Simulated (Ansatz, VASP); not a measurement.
## Mg2BeS3: VASP beside Ansatz

```
CELL_PARAMETERS angstrom
3.53420 0.00000 0.00000
0.00000 3.55036 0.00000
0.00000 0.00000 11.72126
ATOMIC_POSITIONS crystal
Mg 0.50000 0.00000 0.09448
Mg 0.00000 0.00000 0.51439
Be 0.50000 0.50000 0.62893
S 0.00000 0.50000 0.10113
S 0.00000 0.50000 0.70672
S 0.50000 0.50000 0.45435
```

Change from the starting cell: species swapped into the Nd2In3Ni type (Pmm2, No. 25).

Alike in both runs: functional PBE; k mesh 6 × 6 × 2; occupations gaussian, width 0.1 eV; no spin polarisation.

Ansatz relaxed the structure, and its values are those at the end. VASP's run is a single point on that final structure, the one shown.

|  | VASP | Ansatz |
| --- | --- | --- |
| version | VASP 6.6.1 | Ansatz 0.2.0 |
| potentials or method | VASP PAW PBE potentials, release 64 (Mg, Be, S), cutoff 600 eV | scalar-relativistic, plane waves, PAW |
| valence electrons in the cell | 24 | 40 |

|  | VASP | Ansatz | Ansatz less VASP |
| --- | --- | --- | --- |
| gap on the k mesh at the Fermi level (eV) | 0.46 | 0.43 | -0.026 |
| least direct gap on the mesh (eV) | 0.46 | 0.43 | -0.026 |
| pressure (GPa) | -0.1 | 0.0 | +0.13 |
| rms of the force components (eV/Å) | 0.006 | 0.002 | -0.0032 |

VASP's potentials hold 24 valence electrons a cell and Ansatz's 40, so a difference there can come from the potentials and not from the codes.
